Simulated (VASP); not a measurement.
# BaTiO3 (Amm2) in VASP: a series of runs

BaTiO3 is run at these levels: PBE+U, PBE+D4+U; tasks: single point.

Program: VASP 6.6.1. These are calculated values, not measurements. Logs are shortened: lines on timing, memory, paths and dates and some standing lists are left out, and cuts for length are marked.

## Step 1: The cell of the first run

The structure is orthorhombic, space group Amm2 (No. 38). The conventional cell has a = 4.012 Å, b = 5.818 Å, c = 5.866 Å, α = 90.00°, β = 90.00°, γ = 90.00°. Within 3.7 Å of Ba (site symmetry mm2) lie 12 O at 2.80 to 3.07 Å and 8 Ti at 3.49 to 3.62 Å. Within 2.5 Å of Ti (site symmetry mm2) lie 6 O at 1.87 to 2.27 Å. Within 3.1 Å of O (site symmetry mm2) lie 2 Ti at 2.02 Å and 4 Ba at 2.80 to 3.07 Å and 8 O at 2.85 to 2.91 Å. O (site symmetry m) has 2 Ti at 1.87 to 2.27 Å within 2.5 Å.

## Step 2: Single point, PBE+U (13.69 Å³/atom)

Input file INCAR:

```
SYSTEM = BaTiO3
PREC = Accurate
ENCUT = 520
EDIFF = 1E-6
ISMEAR = 0
SIGMA = 0.02
LREAL = .False.
LASPH = .True.
NELM = 150
ALGO = Normal
ISIF = 2
LWAVE = .False.
LCHARG = .False.
LMAXMIX = 4
LDAU = .True.
LDAUTYPE = 2
LDAUL = -1 2 -1
LDAUU = 0 4 0
LDAUJ = 0 0 0
LDAUPRINT = 1
GGA = PE
NBANDS = 28
```

Input file KPOINTS:

```
Automatic mesh
0
Gamma
  8 8 8
  0 0 0
```

Input file POSCAR:

```
BaTiO3
1.0
    4.0120804039      0.0000000000      0.0000000000
    0.0000000000      2.9091694645      2.9330015110
    0.0000000000     -2.9091694645      2.9330015110
Ba Ti O
1 1 3
Direct
    0.0000000000      0.0119656695      0.0119656695
    0.5000000000      0.5255931528      0.5255931528
    0.0000000000      0.4885104490      0.4885104490
    0.5000000000      0.4932039092      0.9769468195
    0.5000000000      0.9769468195      0.4932039092
```

Potentials or basis: VASP PAW PBE potentials, release 64 (Ba_sv, Ti_sv, O).

Run with:

```bash
$ cat potpaw_PBE.64/Ba_sv/POTCAR potpaw_PBE.64/Ti_sv/POTCAR potpaw_PBE.64/O/POTCAR > POTCAR
$ mpirun -np 1 vasp_std > vasp.out
```

OUTCAR:

```text
SYSTEM = BaTiO3
   PREC = Accurate
   ENCUT = 520
   EDIFF = 1E-6
   ISMEAR = 0
   LREAL = .False.
   LASPH = .True.
   NELM = 150
   ISIF = 2
   GGA = PE

 ion  position               nearest neighbor table
   1  0.000  0.012  0.012-   3 2.80   4 2.83   5 2.83   4 2.83   5 2.83   3 2.91   3 2.91   5 2.94
                             4 2.94   5 2.94   4 2.94   3 3.07   2 3.49   2 3.49   2 3.53   2 3.53
   2  0.500  0.526  0.526-   4 1.87   5 1.87   3 2.02   3 2.02   5 2.27   4 2.27   1 3.49   1 3.49
                             1 3.53   1 3.53   1 3.53   1 3.53   1 3.62   1 3.62
   3  0.000  0.489  0.489-   2 2.02   2 2.02   1 2.80   1 2.91   1 2.91   1 3.07
   4  0.500  0.493  0.977-   2 1.87   2 2.27   1 2.83   1 2.83   1 2.94   1 2.94
   5  0.500  0.977  0.493-   2 1.87   2 2.27   1 2.83   1 2.83   1 2.94   1 2.94

  LATTYP: Found a base centered orthorhombic cell.
 ALAT       =     5.8183389290
 B/A-ratio  =     1.0081920448
 C/A-ratio  =     0.6895576990

  Lattice vectors:

 A1 = (   0.0000000000,   2.9091694645,  -2.9330015110)
 A2 = (   0.0000000000,   2.9091694645,   2.9330015110)
 A3 = (   4.0120804039,   0.0000000000,   0.0000000000)

Analysis of symmetry for initial positions (statically):
=====================================================================
 Subroutine PRICEL returns:
 Original cell was already a primitive cell.

 Routine SETGRP: Setting up the symmetry group for a
 base centered orthorhombic supercell.

 Subroutine GETGRP returns: Found  4 space group operations
 (whereof  4 operations were pure point group operations)
 out of a pool of  8 trial point group operations.

The static configuration has the point symmetry C_2v.

Analysis of symmetry for dynamics (positions and initial velocities):
=====================================================================
 Subroutine PRICEL returns:
 Original cell was already a primitive cell.

 Routine SETGRP: Setting up the symmetry group for a
 base centered orthorhombic supercell.

 Subroutine GETGRP returns: Found  4 space group operations
 (whereof  4 operations were pure point group operations)
 out of a pool of  8 trial point group operations.

The dynamic configuration has the point symmetry C_2v.

 Subroutine INISYM returns: Found  4 space group operations
 (whereof  4 operations are pure point group operations),
 and found     1 'primitive' translations

----------------------------------------------------------------------------------------

                                     Primitive cell

  volume of cell :      68.4669

  direct lattice vectors                    reciprocal lattice vectors
     4.012080404  0.000000000  0.000000000     0.249247248  0.000000000  0.000000000
     0.000000000  2.909169465  2.933001511     0.000000000  0.171870359  0.170473830
     0.000000000 -2.909169465  2.933001511     0.000000000 -0.171870359  0.170473830

  length of vectors
     4.012080404  4.131073085  4.131073085     0.249247248  0.242075911  0.242075911

  position of ions in fractional coordinates (direct lattice)
     0.000000000  0.011965670  0.011965670
     0.500000000  0.525593153  0.525593153
     0.000000000  0.488510449  0.488510449
     0.500000000  0.493203909  0.976946820
     0.500000000  0.976946820  0.493203909

  ion indices of the primitive-cell ions
   primitive index   ion index
                 1           1
                 2           2
                 3           3
                 4           4
                 5           5

----------------------------------------------------------------------------------------
[... 53 lines left out ...]
   number of dos      NEDOS =    301   number of ions     NIONS =      5
   total plane-waves  NPLWV =  30720
   dimension x,y,z NGX =    30 NGY =   32 NGZ =   32
   dimension x,y,z NGXF=    60 NGYF=   64 NGZF=   64
   ions per type =               1   1   3
   NGX,Y,Z   is equivalent  to a cutoff of  12.43, 12.88, 12.88 a.u.
   NGXF,Y,Z  is equivalent  to a cutoff of  24.86, 25.76, 25.76 a.u.
 SYSTEM =  BaTiO3
   PREC   = accura    normal or accurate (medium, high low for compatibility)
   ISTART =      0    job   : 0-new  1-cont  2-samecut
   ICHARG =      2    charge: 1-file 2-atom 10-const
   ISPIN  =      1    spin polarized calculation?
   LNONCOLLINEAR =      F non collinear calculations
   LSORBIT =      F    spin-orbit coupling
   LASPH  =      T    aspherical Exc in radial PAW
   ENCUT  =  520.0 eV  38.22 Ry    6.18 a.u.   7.46  7.68  7.68*2*pi/ulx,y,z
   NELM   =    150;   NELMIN=  2; NELMDL= -5     # of ELM steps
   EDIFF  = 0.1E-05   stopping-criterion for ELM
   LREAL  =      F    real-space projection
   EDIFFG = 0.1E-04   stopping-criterion for IOM
   NSW    =      0    number of steps for IOM
   IBRION =     -1    ionic relax: 0-MD 1-quasi-New 2-CG
   NFREE  =      0    steps in history (QN), initial steepest desc. (CG)
   ISIF   =      2    stress and relaxation
   ISYM   =      2    0-nonsym 1-usesym 2-fastsym
   POTIM  = 0.5000    time-step for ionic-motion
   TEBEG  =    0.0;   TEEND  =   0.0 temperature during run
   PSTRESS=    0.0 pullay stress
   NELECT =      40.0000    total number of electrons
   NUPDOWN=      -1.0000    fix difference up-down
   EMIN   =  10.00;   EMAX   =-10.00  energy-range for DOS
   EFERMI =   0.00;   METHOD = LEGACY
   ISMEAR =     0;   SIGMA  =   0.02  broadening in eV -4-tet -1-fermi 0-gaus
   EFERMI_NEDOS =   21; number of points for ismear=-14 and -15
   IALGO  =     38    algorithm
   IMIX   =      4    mixing-type and parameters
     AMIX     =   0.40;   BMIX     =  1.00
     AMIX_MAG =   1.60;   BMIX_MAG =  1.00
  volume/ion in A,a.u.               =      13.69        92.41
  Fermi-wavevector in a.u.,A,eV,Ry     =   1.368573  2.586227 25.483590  1.872991
  Thomas-Fermi vector in A             =   2.494525
   LORBIT       =      0    0 simple, 1 ext, 2 COOP (PROOUT), +10 PAW based schemes
 LDA+U is selected, type is set to LDAUTYPE =  2
   angular momentum for each species LDAUL =    -1    2   -1
   U (eV)           for each species LDAUU =   0.0  4.0  0.0
   J (eV)           for each species LDAUJ =   0.0  0.0  0.0
   GGA     = PE    functional components
   LHFCALC =     F    Hartree Fock is set to
   AEXX    =    0.0000 exact exchange contribution
   IVDW    =     0    specifies the selected vdW correction
   LEPSILON=     F    determine dielectric tensor
   LRPA    =     F    only Hartree local field effects (RPA)
 non-spin polarized calculation
 Gauss-broadening in eV      SIGMA  =   0.02
  energy-cutoff  :      520.00
  volume of cell :       68.47
 maximum number of plane-waves:      1864
 NGX is ok and might be reduce to    30
   NGX = 15   NGY = 15   NGZ = 15

atom =   2  type =  2  l = 2

 onsite density matrix

spin component  1

  0.1107  0.0000  0.0000  0.0000  0.0000
  0.0000  0.2461  0.0000  0.0000  0.0000
  0.0000  0.0000  0.1354  0.0000 -0.0436
  0.0000  0.0000  0.0000  0.1086  0.0000
  0.0000  0.0000 -0.0436  0.0000  0.2145

spin component  2

  0.1107  0.0000  0.0000  0.0000  0.0000
  0.0000  0.2461  0.0000  0.0000  0.0000
  0.0000  0.0000  0.1354  0.0000 -0.0436
  0.0000  0.0000  0.0000  0.1086  0.0000
  0.0000  0.0000 -0.0436  0.0000  0.2145

 occupancies and eigenvectors

  o =  0.1086  v =  0.0000  0.0000  0.0000  1.0000  0.0000  0.0000  0.0000  0.0000  0.0000  0.0000      0.0000  0.0000  0.0000  0.0000  0.0000  0.0000  0.0000  0.0000  0.0000  0.0000
  o =  0.1086  v =  0.0000  0.0000  0.0000  0.0000  0.0000  0.0000  0.0000  0.0000  1.0000  0.0000      0.0000  0.0000  0.0000  0.0000  0.0000  0.0000  0.0000  0.0000  0.0000  0.0000
  o =  0.1107  v =  1.0000  0.0000  0.0000  0.0000  0.0000  0.0000  0.0000  0.0000  0.0000  0.0000      0.0000  0.0000  0.0000  0.0000  0.0000  0.0000  0.0000  0.0000  0.0000  0.0000
  o =  0.1107  v =  0.0000  0.0000  0.0000  0.0000  0.0000  1.0000  0.0000  0.0000  0.0000  0.0000      0.0000  0.0000  0.0000  0.0000  0.0000  0.0000  0.0000  0.0000  0.0000  0.0000
  o =  0.1161  v =  0.0000  0.0000 -0.9143  0.0000 -0.4050  0.0000  0.0000  0.0000  0.0000  0.0000      0.0000  0.0000  0.0000  0.0000  0.0000  0.0000  0.0000  0.0000  0.0000  0.0000
  o =  0.1161  v =  0.0000  0.0000  0.0000  0.0000  0.0000  0.0000  0.0000 -0.9143  0.0000 -0.4050      0.0000  0.0000  0.0000  0.0000  0.0000  0.0000  0.0000  0.0000  0.0000  0.0000
  o =  0.2338  v =  0.0000  0.0000  0.0000  0.0000  0.0000  0.0000  0.0000 -0.4050  0.0000  0.9143      0.0000  0.0000  0.0000  0.0000  0.0000  0.0000  0.0000  0.0000  0.0000  0.0000
  o =  0.2338  v =  0.0000  0.0000 -0.4050  0.0000  0.9143  0.0000  0.0000  0.0000  0.0000  0.0000      0.0000  0.0000  0.0000  0.0000  0.0000  0.0000  0.0000  0.0000  0.0000  0.0000
  o =  0.2461  v =  0.0000  0.0000  0.0000  0.0000  0.0000  0.0000  1.0000  0.0000  0.0000  0.0000      0.0000  0.0000  0.0000  0.0000  0.0000  0.0000  0.0000  0.0000  0.0000  0.0000
  o =  0.2461  v =  0.0000  1.0000  0.0000  0.0000  0.0000  0.0000  0.0000  0.0000  0.0000  0.0000      0.0000  0.0000  0.0000  0.0000  0.0000  0.0000  0.0000  0.0000  0.0000  0.0000

 number of electron      39.9999974 magnetization

 Free energy of the ion-electron system (eV)
  ---------------------------------------------------
  ext. energy  EPLUGINS =         0.00000000
  ---------------------------------------------------
  free energy    TOTEN  =       -37.28943838 eV

  energy without entropy =      -37.28943838  energy(sigma->0) =      -37.28943838

 E-fermi :   3.7020     XC(G=0): -10.8993

 val. band max:        3.4704439517   @ k =   0.5000   0.5000   0.5000
 cond. band min:       6.1205502483   @ k =   0.0000   0.0000   0.0000
 fundamental gap:      2.6501062966
 Fermi energy:         3.7020037949

 k-point     1 :       0.0000    0.0000    0.0000
  band No.  band energies     occupation
      1     -54.1299      2.00000
      2     -30.3430      2.00000
      3     -30.3257      2.00000
      4     -30.2689      2.00000
      5     -21.5665      2.00000
      6     -13.3200      2.00000
[... 733 lines left out ...]
     27      11.2039      0.00000
     28      12.4773      0.00000

 [... further k-points ...]
[... 5 lines left out ...]
  --------------------------------------------------------------------------------------
  -------------------------------------------------------------------------------------
  Total        0.1749733      0.5235256      0.2803618      0.0000000      0.0000000      0.0000000
  in kB        4.0945054     12.2508885      6.5606738      0.0000000      0.0000000      0.0000000
  external PRESSURE =       7.6353559 kB  Pullay stress =       0.0000000 kB

 VOLUME and BASIS-vectors are now :
 -----------------------------------------------------------------------------
  energy-cutoff  :      520.00
  volume of cell :       68.47
      direct lattice vectors                 reciprocal lattice vectors
     4.012080404  0.000000000  0.000000000     0.249247248  0.000000000  0.000000000
     0.000000000  2.909169465  2.933001511     0.000000000  0.171870359  0.170473830
     0.000000000 -2.909169465  2.933001511     0.000000000 -0.171870359  0.170473830

 POSITION                                       TOTAL-FORCE (eV/Angst)
 -----------------------------------------------------------------------------------
      0.00000      0.00000      0.07019         0.000000      0.000000     -0.052884
      2.00604      0.00000      3.08313         0.000000      0.000000     -0.705019
      0.00000      0.00000      2.86560         0.000000      0.000000      0.018340
      2.00604     -1.40729      4.31195         0.000000     -0.371344      0.369782
      2.00604      1.40729      4.31195         0.000000      0.371344      0.369782
 -----------------------------------------------------------------------------------
    total drift:                                0.000000      0.000000      0.000380

  FREE ENERGIE OF THE ION-ELECTRON SYSTEM (eV)
  ---------------------------------------------------
  free  energy   TOTEN  =       -37.2894383801 eV

  energy  without entropy=      -37.2894383801  energy(sigma->0) =      -37.28943838
```

It took 2 min on 1 thread of Intel Xeon Platinum 8488C (Sapphire Rapids), shared host; peak memory 0.32 GiB.

Results:

```yaml
Free_energy: -37.2894 eV
Pressure: 0.8 GPa
Largest_force: 0.705 eV/Å
Band_gap_on_the_k_mesh: 2.65 eV (least direct gap 3.19 eV)
```

Forces in eV/Å, atoms in the order of the input:
```
Ba   0.000  0.000 -0.053
Ti   0.000  0.000 -0.705
O    0.000  0.000  0.018
O    0.000 -0.371  0.370
O    0.000  0.371  0.370
```

Eigenvalues of the final occupation matrices:
| site | spin | trace | eigenvalues |
| --- | --- | --- | --- |
| site 2 d | 1 | 0.82 | 0.11 0.11 0.12 0.23 0.25 |
| site 2 d | 2 | 0.82 | 0.11 0.11 0.12 0.23 0.25 |

Caveat: spin-orbit coupling is left out, which moves the levels of the heavy elements.

## Step 3: Single point, PBE+D4+U

Input file INCAR:

```
SYSTEM = BaTiO3
ALGO = Normal
EDIFF = 1E-6
ENCUT = 600
GGA = PE
GGA_COMPAT = .FALSE.
ISIF = 2
ISMEAR = 0
IVDW = 13
LASPH = .TRUE.
LCHARG = .FALSE.
LDAU = .TRUE.
LDAUJ = 0 0 0
LDAUL = -1 2 -1
LDAUPRINT = 1
LDAUTYPE = 2
LDAUU = 0 4 0
LMAXMIX = 4
LREAL = .FALSE.
LWAVE = .FALSE.
NBANDS = 28
NELM = 200
PREC = Accurate
SIGMA = 0.02
```

Input file KPOINTS:

```
k-points
0
G
  8 8 8
  0 0 0
```

POSCAR is that of step 2.

Potentials or basis: VASP PAW PBE potentials, release 64 (Ba_sv, Ti_sv, O).

Run with:

```bash
$ cat potpaw_PBE.64/Ba_sv/POTCAR potpaw_PBE.64/Ti_sv/POTCAR potpaw_PBE.64/O/POTCAR > POTCAR
$ mpirun -np 1 vasp_std > vasp.out
```

OUTCAR:

```text
SYSTEM = BaTiO3
   EDIFF = 1E-6
   ENCUT = 600
   GGA = PE
   ISIF = 2
   ISMEAR = 0
   IVDW = 13
   LASPH = .TRUE.
   LREAL = .FALSE.
   NELM = 200
   PREC = Accurate

 ion  position               nearest neighbor table
   1  0.000  0.012  0.012-   3 2.80   4 2.83   5 2.83   4 2.83   5 2.83   3 2.91   3 2.91   5 2.94
                             4 2.94   5 2.94   4 2.94   3 3.07   2 3.49   2 3.49   2 3.53   2 3.53
   2  0.500  0.526  0.526-   4 1.87   5 1.87   3 2.02   3 2.02   5 2.27   4 2.27   1 3.49   1 3.49
                             1 3.53   1 3.53   1 3.53   1 3.53   1 3.62   1 3.62
   3  0.000  0.489  0.489-   2 2.02   2 2.02   1 2.80   1 2.91   1 2.91   1 3.07
   4  0.500  0.493  0.977-   2 1.87   2 2.27   1 2.83   1 2.83   1 2.94   1 2.94
   5  0.500  0.977  0.493-   2 1.87   2 2.27   1 2.83   1 2.83   1 2.94   1 2.94

  LATTYP: Found a base centered orthorhombic cell.
 ALAT       =     5.8183389290
 B/A-ratio  =     1.0081920448
 C/A-ratio  =     0.6895576990

  Lattice vectors:

 A1 = (   0.0000000000,   2.9091694645,  -2.9330015110)
 A2 = (   0.0000000000,   2.9091694645,   2.9330015110)
 A3 = (   4.0120804039,   0.0000000000,   0.0000000000)

Analysis of symmetry for initial positions (statically):
=====================================================================
 Subroutine PRICEL returns:
 Original cell was already a primitive cell.

 Routine SETGRP: Setting up the symmetry group for a
 base centered orthorhombic supercell.

 Subroutine GETGRP returns: Found  4 space group operations
 (whereof  4 operations were pure point group operations)
 out of a pool of  8 trial point group operations.

The static configuration has the point symmetry C_2v.

Analysis of symmetry for dynamics (positions and initial velocities):
[... 187 lines left out ...]
  o =  0.2338  v =  0.0000  0.0000  0.0000  0.0000  0.0000  0.0000  0.0000 -0.4050  0.0000  0.9143      0.0000  0.0000  0.0000  0.0000  0.0000  0.0000  0.0000  0.0000  0.0000  0.0000
  o =  0.2338  v =  0.0000  0.0000 -0.4050  0.0000  0.9143  0.0000  0.0000  0.0000  0.0000  0.0000      0.0000  0.0000  0.0000  0.0000  0.0000  0.0000  0.0000  0.0000  0.0000  0.0000
  o =  0.2462  v =  0.0000  0.0000  0.0000  0.0000  0.0000  0.0000  1.0000  0.0000  0.0000  0.0000      0.0000  0.0000  0.0000  0.0000  0.0000  0.0000  0.0000  0.0000  0.0000  0.0000
  o =  0.2462  v =  0.0000  1.0000  0.0000  0.0000  0.0000  0.0000  0.0000  0.0000  0.0000  0.0000      0.0000  0.0000  0.0000  0.0000  0.0000  0.0000  0.0000  0.0000  0.0000  0.0000

 number of electron      40.0000000 magnetization

 Free energy of the ion-electron system (eV)
  ---------------------------------------------------
  ext. energy  EPLUGINS =         0.00000000
  ---------------------------------------------------
  free energy    TOTEN  =       -37.29657134 eV

  energy without entropy =      -37.29657134  energy(sigma->0) =      -37.29657134

 E-fermi :   3.5470     XC(G=0): -10.8990

 val. band max:        3.4688273014   @ k =   0.5000   0.5000   0.5000
 cond. band min:       6.1200427339   @ k =   0.0000   0.0000   0.0000
 fundamental gap:      2.6512154325
 Fermi energy:         3.5470031792

 k-point     1 :       0.0000    0.0000    0.0000
  band No.  band energies     occupation
      1     -54.1307      2.00000
      2     -30.3442      2.00000
      3     -30.3269      2.00000
      4     -30.2699      2.00000
      5     -21.5665      2.00000
      6     -13.3213      2.00000
[... 733 lines left out ...]
     27      11.2030      0.00000
     28      12.4767      0.00000

 [... further k-points ...]

------------------------ aborting loop because EDIFF is reached ----------------------------------------

  DFT-D4 for vdW energy calculation

  Edisp (eV):   -1.01122

  FORCE on cell =-STRESS in cart. coord.  units (eV):
  Direction    XX          YY          ZZ          XY          YZ          ZX
  --------------------------------------------------------------------------------------
  -------------------------------------------------------------------------------------
  Total      -0.96655    -0.60245    -0.82891     0.00000     0.00000     0.00000
  in kB     -22.61790   -14.09769   -19.39701     0.00000     0.00000     0.00000
  external pressure =      -18.70 kB  Pullay stress =        0.00 kB

 VOLUME and BASIS-vectors are now :
 -----------------------------------------------------------------------------
  energy-cutoff  :      600.00
  volume of cell :       68.47
      direct lattice vectors                 reciprocal lattice vectors
     4.012080404  0.000000000  0.000000000     0.249247248  0.000000000  0.000000000
     0.000000000  2.909169465  2.933001511     0.000000000  0.171870359  0.170473830
     0.000000000 -2.909169465  2.933001511     0.000000000 -0.171870359  0.170473830

 POSITION                                       TOTAL-FORCE (eV/Angst)
 -----------------------------------------------------------------------------------
      0.00000      0.00000      0.07019         0.000000      0.000000     -0.035442
      2.00604      0.00000      3.08313         0.000000      0.000000     -0.674144
      0.00000      0.00000      2.86560         0.000000      0.000000      0.016900
      2.00604     -1.40729      4.31195         0.000000     -0.351016      0.346342
      2.00604      1.40729      4.31195         0.000000      0.351016      0.346342
 -----------------------------------------------------------------------------------
    total drift:                                0.000000      0.000001      0.000394

  FREE ENERGIE OF THE ION-ELECTRON SYSTEM (eV)
  ---------------------------------------------------
  free  energy   TOTEN  =       -38.3077913842 eV

  energy  without entropy=      -38.3077913842  energy(sigma->0) =      -38.30779138
```

Wall time 4.8 min (1 thread of Oxide Virtual Turin-like, shared host); peak memory 0.34 GiB.

Results:

| Quantity | Value |
| --- | --- |
| Free energy | -38.3078 eV |
| Pressure | -1.9 GPa |
| Largest force | 0.674 eV/Å |
| Band gap on the k mesh | 2.65 eV (least direct gap 3.20 eV) |
| Dispersion energy per atom | -0.202 eV |

Forces in eV/Å, atoms in the order of the input:
```
Ba   0.000  0.000 -0.035
Ti   0.000  0.000 -0.674
O    0.000  0.000  0.017
O    0.000 -0.351  0.346
O    0.000  0.351  0.346
```

Stress tensor (GPa, compression positive):
```
-2.26  0.00  0.00
 0.00 -1.41  0.00
 0.00  0.00 -1.94
```

Eigenvalues of the final occupation matrices:
| site | spin | trace | eigenvalues |
| --- | --- | --- | --- |
| site 2 d | 1 | 0.82 | 0.11 0.11 0.12 0.23 0.25 |
| site 2 d | 2 | 0.82 | 0.11 0.11 0.12 0.23 0.25 |

Caveat: spin-orbit coupling is left out, which moves the levels of the heavy elements. A k mesh can miss the band edges.
